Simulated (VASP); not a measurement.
# Sb (P4/mmm) in VASP: a series of runs

The runs below take Sb through single point, with r2SCAN.

Everything below comes from runs of VASP 6.6.1. Logs are shortened: lines on timing, memory, paths and dates and some standing lists are left out, and cuts for length are marked.

## (1) The cell of the first run

The structure is tetragonal, space group P4/mmm (No. 123). The conventional cell has a = 3.413 Å, b = 3.413 Å, c = 3.286 Å, α = 90.00°, β = 90.00°, γ = 90.00°. Sb (site symmetry 4/mmm) has 6 Sb at 3.29 to 3.41 Å within 4.3 Å.

## (2) Single point, r2SCAN (strain +0.080 along x and y, +0.040 along z)

Contents of POSCAR:

```
Sb
1.0
    3.4128000000      0.0000000000      0.0000000000
    0.0000000000      3.4128000000      0.0000000000
    0.0000000000      0.0000000000      3.2864000000
Sb
1
Direct
    0.0000000000      0.0000000000      0.0000000000
```

Contents of INCAR.step1:

```
SYSTEM = Sb
ALGO = Normal
EDIFF = 1E-4
ENCUT = 520
GGA = PE
ISMEAR = 0
LASPH = .TRUE.
LCHARG = .FALSE.
LREAL = .FALSE.
LWAVE = .TRUE.
NBANDS = 8
NELM = 80
PREC = Accurate
SIGMA = 0.15
```

Contents of INCAR.step2:

```
SYSTEM = Sb
ALGO = Normal
EDIFF = 1E-6
ENCUT = 520
ISIF = 2
ISMEAR = 0
ISTART = 1
LASPH = .TRUE.
LCHARG = .FALSE.
LMIXTAU = .TRUE.
LREAL = .FALSE.
LWAVE = .FALSE.
METAGGA = R2SCAN
NBANDS = 8
NELM = 80
PREC = Accurate
SIGMA = 0.15
```

Contents of KPOINTS:

```
k-points
0
G
  16 16 16
  0 0 0
```

Potentials or basis: VASP PAW PBE potentials, release 64 (Sb).

Started as:

```bash
> cat potpaw_PBE.64/Sb/POTCAR > POTCAR
> cp INCAR.step1 INCAR
> mpirun -np 1 vasp_std > vasp.out
> cp INCAR.step2 INCAR
> mpirun -np 1 vasp_std > vasp.out
```

OUTCAR:

```text
SYSTEM = Sb
   EDIFF = 1E-6
   ENCUT = 520
   ISIF = 2
   ISMEAR = 0
   ISTART = 1
   LASPH = .TRUE.
   LREAL = .FALSE.
   METAGGA = R2SCAN
   NELM = 80
   PREC = Accurate

 ion  position               nearest neighbor table
   1  0.000  0.000  0.000-

  LATTYP: Found a simple tetragonal cell.
 ALAT       =     3.4128000000
 C/A-ratio  =     0.9629629630

  Lattice vectors:

 A1 = (   3.4128000000,   0.0000000000,   0.0000000000)
 A2 = (   0.0000000000,   3.4128000000,   0.0000000000)
 A3 = (   0.0000000000,   0.0000000000,   3.2864000000)

Analysis of symmetry for initial positions (statically):
=====================================================================
 Subroutine PRICEL returns:
 Original cell was already a primitive cell.

 Routine SETGRP: Setting up the symmetry group for a
 simple tetragonal supercell.

 Subroutine GETGRP returns: Found 16 space group operations
 (whereof 16 operations were pure point group operations)
 out of a pool of 16 trial point group operations.

The static configuration has the point symmetry D_4h.

Analysis of symmetry for dynamics (positions and initial velocities):
=====================================================================
 Subroutine PRICEL returns:
 Original cell was already a primitive cell.

 Routine SETGRP: Setting up the symmetry group for a
 simple tetragonal supercell.

 Subroutine GETGRP returns: Found 16 space group operations
 (whereof 16 operations were pure point group operations)
 out of a pool of 16 trial point group operations.

The dynamic configuration has the point symmetry D_4h.

 Subroutine INISYM returns: Found 16 space group operations
 (whereof 16 operations are pure point group operations),
 and found     1 'primitive' translations

----------------------------------------------------------------------------------------

                                     Primitive cell

  volume of cell :      38.2774

  direct lattice vectors                    reciprocal lattice vectors
     3.412800000  0.000000000  0.000000000     0.293014534  0.000000000  0.000000000
     0.000000000  3.412800000  0.000000000     0.000000000  0.293014534  0.000000000
     0.000000000  0.000000000  3.286400000     0.000000000  0.000000000  0.304284323

  length of vectors
     3.412800000  3.412800000  3.286400000     0.293014534  0.293014534  0.304284323

  position of ions in fractional coordinates (direct lattice)
     0.000000000  0.000000000  0.000000000

  ion indices of the primitive-cell ions
   primitive index   ion index
                 1           1

----------------------------------------------------------------------------------------

 KPOINTS: k-points

Automatic generation of k-mesh.
 Grid dimensions read from file:
 generate k-points for:   16   16   16

 Generating k-lattice:

  Cartesian coordinates                     Fractional coordinates (reciprocal lattice)
     0.018313408  0.000000000  0.000000000     0.062500000  0.000000000  0.000000000
     0.000000000  0.018313408  0.000000000     0.000000000  0.062500000  0.000000000
     0.000000000  0.000000000  0.019017770     0.000000000  0.000000000  0.062500000

  Length of vectors
     0.018313408  0.018313408  0.019017770

  Shift w.r.t. Gamma in fractional coordinates (k-lattice)
     0.000000000  0.000000000  0.000000000

 Subroutine IBZKPT returns following result:
 ===========================================

 Found    405 irreducible k-points:

 Following reciprocal coordinates:
            Coordinates               Weight
  0.000000  0.000000  0.000000      1.000000
  0.062500  0.000000  0.000000      4.000000
  0.125000  0.000000  0.000000      4.000000
  0.187500  0.000000  0.000000      4.000000
  0.250000  0.000000  0.000000      4.000000
  0.312500  0.000000  0.000000      4.000000
[... 16 lines left out ...]
  0.437500  0.125000  0.000000      8.000000
  0.500000  0.125000  0.000000      4.000000
 [... further k-points ...]
   k-points           NKPTS =    405   k-points in BZ     NKDIM =    405   number of bands    NBANDS=      8
   number of dos      NEDOS =    301   number of ions     NIONS =      1
   total plane-waves  NPLWV =  18816
   dimension x,y,z NGX =    28 NGY =   28 NGZ =   24
   dimension x,y,z NGXF=    56 NGYF=   56 NGZF=   48
   ions per type =               1
   NGX,Y,Z   is equivalent  to a cutoff of  13.64, 13.64, 12.14 a.u.
   NGXF,Y,Z  is equivalent  to a cutoff of  27.28, 27.28, 24.28 a.u.
 SYSTEM =  Sb
   PREC   = accura    normal or accurate (medium, high low for compatibility)
   ISTART =      1    job   : 0-new  1-cont  2-samecut
   ICHARG =      0    charge: 1-file 2-atom 10-const
   ISPIN  =      1    spin polarized calculation?
   LNONCOLLINEAR =      F non collinear calculations
   LSORBIT =      F    spin-orbit coupling
   LASPH  =      T    aspherical Exc in radial PAW
   ENCUT  =  520.0 eV  38.22 Ry    6.18 a.u.   6.35  6.35  6.11*2*pi/ulx,y,z
   NELM   =     80;   NELMIN=  2; NELMDL=  0     # of ELM steps
   EDIFF  = 0.1E-05   stopping-criterion for ELM
   LREAL  =      F    real-space projection
   EDIFFG = 0.1E-04   stopping-criterion for IOM
   NSW    =      0    number of steps for IOM
   IBRION =     -1    ionic relax: 0-MD 1-quasi-New 2-CG
   NFREE  =      0    steps in history (QN), initial steepest desc. (CG)
   ISIF   =      2    stress and relaxation
   ISYM   =      2    0-nonsym 1-usesym 2-fastsym
   POTIM  = 0.5000    time-step for ionic-motion
   TEBEG  =    0.0;   TEEND  =   0.0 temperature during run
   PSTRESS=    0.0 pullay stress
   NELECT =       5.0000    total number of electrons
   NUPDOWN=      -1.0000    fix difference up-down
   EMIN   =  10.00;   EMAX   =-10.00  energy-range for DOS
   EFERMI =   0.00;   METHOD = LEGACY
   ISMEAR =     0;   SIGMA  =   0.15  broadening in eV -4-tet -1-fermi 0-gaus
   EFERMI_NEDOS =   21; number of points for ismear=-14 and -15
   IALGO  =     38    algorithm
   IMIX   =      4    mixing-type and parameters
     AMIX     =   0.40;   BMIX     =  1.00
     AMIX_MAG =   1.60;   BMIX_MAG =  1.00
  volume/ion in A,a.u.               =      38.28       258.31
  Fermi-wavevector in a.u.,A,eV,Ry     =   0.830649  1.569699  9.387714  0.689978
  Thomas-Fermi vector in A             =   1.943402
   LORBIT       =      0    0 simple, 1 ext, 2 COOP (PROOUT), +10 PAW based schemes
   METAGGA = R2SCAN    functional components
   LHFCALC =     F    Hartree Fock is set to
   AEXX    =    0.0000 exact exchange contribution
   IVDW    =     0    specifies the selected vdW correction
   LEPSILON=     F    determine dielectric tensor
   LRPA    =     F    only Hartree local field effects (RPA)
 non-spin polarized calculation
 Gauss-broadening in eV      SIGMA  =   0.15
  energy-cutoff  :      520.00
  volume of cell :       38.28
 maximum number of plane-waves:      1048
 NGX is ok and might be reduce to    28
   NGX = 13   NGY = 13   NGZ = 13

 number of electron       4.9999999 magnetization

 Free energy of the ion-electron system (eV)
  ---------------------------------------------------
  ext. energy  EPLUGINS =         0.00000000
  ---------------------------------------------------
  free energy    TOTEN  =       -25.32736413 eV

  energy without entropy =      -25.31964752  energy(sigma->0) =      -25.32350583

 E-fermi :   4.2471     XC(G=0):  -9.0305

 val. band max:        4.2467864280   @ k =   0.4375   0.2500   0.1250
 cond. band min:       4.2494613328   @ k =   0.3750   0.2500   0.1875
 fundamental gap:      0.0026749047
 Fermi energy:         4.2471487482

 k-point     1 :       0.0000    0.0000    0.0000
  band No.  band energies     occupation
      1      -7.0380      2.00000
      2       6.7155      0.00000
      3       6.7155      0.00000
      4       7.6009      0.00000
      5      11.1133      0.00000
      6      11.1839      0.00000
      7      12.1511      0.00000
      8      20.8601      0.00000

 k-point     2 :       0.0625    0.0000    0.0000
  band No.  band energies     occupation
      1      -6.9951      2.00000
      2       6.1877      0.00000
      3       6.7547      0.00000
      4       7.6402      0.00000
      5      11.1900      0.00000
      6      11.7022      0.00000
      7      12.2517      0.00000
      8      20.2815      0.00000

 k-point     3 :       0.1250    0.0000    0.0000
  band No.  band energies     occupation
      1      -6.8683      2.00000
      2       5.0741      0.00000
      3       6.8695      0.00000
      4       7.7553      0.00000
      5      11.3138      0.00000
      6      12.2189      0.00000
      7      13.2203      0.00000
      8      19.2717      0.00000

 k-point     4 :       0.1875    0.0000    0.0000
  band No.  band energies     occupation
      1      -6.6635      2.00000
      2       3.8427      1.99986
      3       7.0508      0.00000
      4       7.9371      0.00000
      5      11.5146      0.00000
      6      12.4615      0.00000
      7      14.7980      0.00000
      8      18.2422      0.00000

 k-point     5 :       0.2500    0.0000    0.0000
  band No.  band energies     occupation
      1      -6.3932      2.00000
      2       2.6641      2.00000
      3       7.2819      0.00000
      4       8.1686      0.00000
      5      11.7861      0.00000
      6      12.7672      0.00000
      7      16.3275      0.00000
      8      17.2857      0.00000
[... 177 lines left out ...]
 k-point    22 :       0.3750    0.1250    0.0000
  band No.  band energies     occupation
      1      -5.5965      2.00000
      2       0.9312      2.00000
      3       6.2271      0.00000
      4       8.8153      0.00000
      5      12.8317      0.00000
      6      13.4914      0.00000
      7      15.1097      0.00000
      8      16.7762      0.00000

 k-point    23 :       0.4375    0.1250    0.0000
  band No.  band energies     occupation
      1      -5.3505      2.00000
      2       0.3598      2.00000
      3       6.4315      0.00000
      4       8.9896      0.00000
      5      12.4579      0.00000
      6      13.7699      0.00000
      7      15.4548      0.00000
      8      16.3600      0.00000

 k-point    24 :       0.5000    0.1250    0.0000
  band No.  band energies     occupation
      1      -5.2546      2.00000
      2       0.1548      2.00000
      3       6.5089      0.00000
      4       9.0542      0.00000
      5      12.3134      0.00000
      6      13.8912      0.00000
      7      15.7350      0.00000
      8      16.2282      0.00000

 [... further k-points ...]
[... 5 lines left out ...]
  --------------------------------------------------------------------------------------
  -------------------------------------------------------------------------------------
  Total       -2.1432033     -2.1432033     -1.9157558      0.0000000      0.0000000      0.0000000
  in kB      -89.7081414    -89.7081414    -80.1878633      0.0000000      0.0000000      0.0000000
  external PRESSURE =     -86.5347153 kB  Pullay stress =       0.0000000 kB

 VOLUME and BASIS-vectors are now :
 -----------------------------------------------------------------------------
  energy-cutoff  :      520.00
  volume of cell :       38.28
      direct lattice vectors                 reciprocal lattice vectors
     3.412800000  0.000000000  0.000000000     0.293014534  0.000000000  0.000000000
     0.000000000  3.412800000  0.000000000     0.000000000  0.293014534  0.000000000
     0.000000000  0.000000000  3.286400000     0.000000000  0.000000000  0.304284323

 POSITION                                       TOTAL-FORCE (eV/Angst)
 -----------------------------------------------------------------------------------
      0.00000      0.00000      0.00000         0.000000      0.000000      0.000000
 -----------------------------------------------------------------------------------
    total drift:                                0.000000     -0.000000      0.000000

  FREE ENERGIE OF THE ION-ELECTRON SYSTEM (eV)
  ---------------------------------------------------
  free  energy   TOTEN  =       -25.3273641306 eV

  energy  without entropy=      -25.3196475212  energy(sigma->0) =      -25.32350583
```

Wall time 3.7 min (1 thread of Intel Xeon Platinum 8259CL at 2.50GHz (Skylake/Cascade Lake), shared host); peak memory 0.25 GiB.

What came out:

* Free energy: -25.3274 eV
* Pressure: -8.7 GPa
* Band gap on the k mesh: zero (an odd number of electrons rules out a gap without spin polarisation)

Caveat: the cell differs from its parent crystal (strain +0.080 along x and y, +0.040 along z); the cell stands under tension; the PAW data sets were made with another functional, which shifts forces and pressure a little; spin-orbit coupling is left out, which moves the levels of the heavy elements.

## (3) Single point, r2SCAN (strain +0.040 along x and y, +0.000 along z)

Contents of POSCAR:

```
Sb
1.0
    3.2864000000      0.0000000000      0.0000000000
    0.0000000000      3.2864000000      0.0000000000
    0.0000000000      0.0000000000      3.1600000000
Sb
1
Direct
    0.0000000000      0.0000000000      0.0000000000
```

Contents of INCAR.step1:

```
PREC = Accurate ; ENCUT = 520
ISMEAR = 0 ; SIGMA = 0.15
LREAL = F ; LASPH = T
NELM = 100 ; NBANDS = 8
GGA = PE ; ALGO = Normal
EDIFF = 1E-4 ; LWAVE = T
LCHARG = F
```

Contents of INCAR.step2:

```
PREC = Accurate ; ENCUT = 520
EDIFF = 1E-7 ; ISMEAR = 0
SIGMA = 0.15 ; LREAL = F
LASPH = T ; NELM = 100
ALGO = Normal ; ISIF = 2
LWAVE = F ; LCHARG = T
METAGGA = R2SCAN ; LMIXTAU = T
LELF = T ; LVHAR = T
NBANDS = 8 ; ISTART = 1
```

Contents of KPOINTS:

```
regular mesh
0
Gamma
  16 16 16
```

Potentials or basis: VASP PAW PBE potentials, release 64 (Sb).

Started as:

```bash
> cat potpaw_PBE.64/Sb/POTCAR > POTCAR
> cp INCAR.step1 INCAR
> mpirun -np 1 vasp_std > vasp.out
> cp INCAR.step2 INCAR
> mpirun -np 1 vasp_std > vasp.out
```

Run time: 66 s. Hardware: 1 thread of Intel Xeon 6975P-C (Granite Rapids), shared host; peak memory 0.23 GiB.

Results (log left out):

| Item | Value |
| --- | --- |
| Free energy | -25.5258 eV |
| Pressure | -6.4 GPa |
| Band gap on the k mesh | zero (an odd number of electrons rules out a gap without spin polarisation) |

Stress tensor (GPa, compression positive):
```
-7.02  0.00  0.00
 0.00 -7.02  0.00
 0.00  0.00 -5.05
```

Levels at points of the mesh, in eV from the Fermi level:
| k point | band 1 | band 2 | band 3 | band 4 | band 5 | band 6 | band 7 |
| --- | --- | --- | --- | --- | --- | --- | --- |
| (0.00, 0.00, 0.00) | -12.00 | 2.72 | 2.72 | 3.77 | 6.91 | 7.13 | 8.52 |
| (0.50, 0.00, 0.00) | -10.06 | -4.93 | 4.30 | 5.36 | 8.89 | 10.96 | 11.28 |
| (0.50, 0.50, 0.00) | -8.03 | -3.26 | -3.26 | 2.90 | 6.95 | 12.64 | 13.84 |
| (0.00, 0.00, 0.50) | -9.59 | -5.06 | 4.68 | 4.68 | 9.02 | 10.57 | 11.25 |
| (0.50, 0.00, 0.50) | -7.51 | -3.44 | -2.92 | 2.99 | 6.26 | 12.33 | 12.91 |
| (0.50, 0.50, 0.50) | -5.24 | -1.93 | -1.36 | -1.36 | 5.28 | 5.28 | 5.59 |

Caveat: the cell differs from its parent crystal (strain +0.040 along x and y, +0.000 along z); the cell stands under tension; the PAW data sets were made with another functional, which shifts forces and pressure a little; spin-orbit coupling is left out, which moves the levels of the heavy elements.

## (4) Single point, r2SCAN (strain +0.040 along x and y, +0.080 along z)

Edit POSCAR of step 3 so:

```diff
@@ -4,3 +4,3 @@
     0.0000000000      3.2864000000      0.0000000000
-    0.0000000000      0.0000000000      3.1600000000
+    0.0000000000      0.0000000000      3.4128000000
 Sb
```

Contents of INCAR.step1:

```
SYSTEM = Sb
PREC = Accurate
ENCUT = 520
ISMEAR = 0
SIGMA = 0.15
LREAL = .FALSE.
LASPH = .TRUE.
NELM = 80
NBANDS = 8
GGA = PE
ALGO = Normal
EDIFF = 1E-4
LWAVE = .TRUE.
LCHARG = .FALSE.
```

Contents of INCAR.step2:

```
SYSTEM = Sb
PREC = Accurate
ENCUT = 520
EDIFF = 1E-6
ISMEAR = 0
SIGMA = 0.15
LREAL = .FALSE.
LASPH = .TRUE.
NELM = 80
ALGO = Normal
ISIF = 2
LWAVE = .FALSE.
LCHARG = .FALSE.
METAGGA = R2SCAN
LMIXTAU = .TRUE.
NBANDS = 8
ISTART = 1
```

Contents of KPOINTS:

```
Automatic mesh
0
G
  16 16 16
  0 0 0
```

Started as:

```bash
> cat potpaw_PBE.64/Sb/POTCAR > POTCAR
> cp INCAR.step1 INCAR
> mpirun -np 1 vasp_std > vasp.out
> cp INCAR.step2 INCAR
> mpirun -np 1 vasp_std > vasp.out
```

Run time: 1.7 min. Hardware: 1 thread of Intel Xeon 6975P-C (Granite Rapids), shared host; peak memory 0.24 GiB.

It converged, with:

* Free energy: -25.4012 eV
* Pressure: -8.1 GPa
* Band gap on the k mesh: zero (an odd number of electrons rules out a gap without spin polarisation)

Stress tensor (GPa, compression positive):
```
-7.66  0.00  0.00
 0.00 -7.66  0.00
 0.00  0.00 -8.91
```

Levels at points of the mesh, in eV from the Fermi level:
| k point | band 1 | band 2 | band 3 | band 4 | band 5 | band 6 |
| --- | --- | --- | --- | --- | --- | --- |
| (0.00, 0.00, 0.00) | -11.51 | 2.27 | 3.15 | 3.15 | 6.70 | 7.27 |
| (0.50, 0.00, 0.00) | -9.53 | -4.56 | 3.87 | 4.76 | 8.74 | 10.41 |
| (0.50, 0.50, 0.00) | -7.44 | -2.87 | -2.87 | 3.24 | 5.44 | 11.68 |
| (0.00, 0.00, 0.50) | -9.92 | -4.43 | 4.45 | 4.45 | 8.78 | 10.75 |
| (0.50, 0.00, 0.50) | -7.86 | -3.16 | -2.70 | 3.17 | 6.02 | 11.96 |
| (0.50, 0.50, 0.50) | -5.63 | -1.59 | -1.59 | -1.08 | 5.29 | 5.57 |

Caveat: the cell differs from its parent crystal (strain +0.040 along x and y, +0.080 along z); the cell stands under tension; the PAW data sets were made with another functional, which shifts forces and pressure a little; spin-orbit coupling is left out, which moves the levels of the heavy elements.

## (5) The runs side by side

```tsv
cell	gap on the mesh (eV)	pressure (GPa)
a = 3.413, b = 3.413, c = 3.286 Å, 1 atom	none	-8.7
a = 3.286, b = 3.286, c = 3.160 Å, 1 atom	none	-6.4
a = 3.286, b = 3.286, c = 3.413 Å, 1 atom	none	-8.1
```

Alike in all rows: task single point; level r2SCAN; potentials or basis VASP PAW PBE potentials, release 64 (Sb); no spin polarisation; k mesh 16 × 16 × 16; cutoff (eV) 520; smearing gaussian 0.15 eV.

Caveats: the cell stands under tension; the PAW data sets were made with another functional, which shifts forces and pressure a little; spin-orbit coupling is left out, which moves the levels of the heavy elements.

Absolute energies hang on the potentials; compare differences alone.
